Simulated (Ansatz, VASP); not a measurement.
Two plane-wave programs on Ni

Contents of POSCAR:

```
Ni
1.0
    0.0000000000      1.7679500000      1.7679500000
    1.7679500000      0.0000000000      1.7679500000
    1.7679500000      1.7679500000      0.0000000000
Ni
1
Direct
    0.0000000000      0.0000000000      0.0000000000
```

Contents of INCAR.step1:

```
ALGO = Normal
EDIFF = 1E-5
ENCUT = 660
GGA = PE
GGA_COMPAT = False
ISMEAR = -1
LASPH = True
LCHARG = False
LREAL = False
LWAVE = True
NBANDS = 11
NELM = 120
PREC = Accurate
SIGMA = 0.003
```

Contents of INCAR.step2:

```
ALGO = Normal
EDIFF = 1E-6
ENCUT = 660
GGA_COMPAT = False
ISIF = 2
ISMEAR = -1
ISTART = 1
LASPH = True
LCHARG = True
LELF = True
LMIXTAU = True
LREAL = False
LVHAR = True
LWAVE = False
METAGGA = R2SCAN
NBANDS = 11
NELM = 120
PREC = Accurate
SIGMA = 0.003
```

Contents of KPOINTS:

```
k-points
0
Gamma
  14 14 14
```

Input for Ansatz:

```yaml
crystal:
  lattice:
    - [0.0, 1.76795, 1.76795]
    - [1.76795, 0.0, 1.76795]
    - [1.76795, 1.76795, 0.0]
  atoms:
    - { symbol: Ni, position: [0.0, 0.0, 0.0] }
hamiltonian:
  xc: r2scan
  pseudopotentials: { kind: paw }
basis:
  ecutwfc: 500
kpoints:
  mp_grid: { grid: [14, 14, 14] }
scf:
  occupations: { method: fermi_dirac, width: 0.003 }
  lower_state_search: "off"
  algorithm: density_mixing
  max_iter: 50
  mixing: {}
output:
  forces: true
  stress: true
```

Alike in both runs: task single point; functional r2SCAN; k mesh 14 × 14 × 14; occupations fermi-dirac, width 0.003 eV; no spin polarisation.

|  | VASP | Ansatz |
| --- | --- | --- |
| version | VASP 6.6.1 | Ansatz 0.2.0 |
| potentials or method | VASP PAW PBE potentials, release 64 (Ni), cutoff 660 eV | PAW, plane waves, scalar-relativistic |
| valence electrons in the cell | 10 | 18 |

VASP gave:

```
pressure (GPa) : -11.9
```

Task: Which values does Ansatz return?

Result: Pressure (GPa): -12.5.

VASP's potentials were made for PBE, not for r2SCAN. VASP's potentials hold 10 valence electrons a cell and Ansatz's 18, so a difference there can come from the potentials and not from the codes.
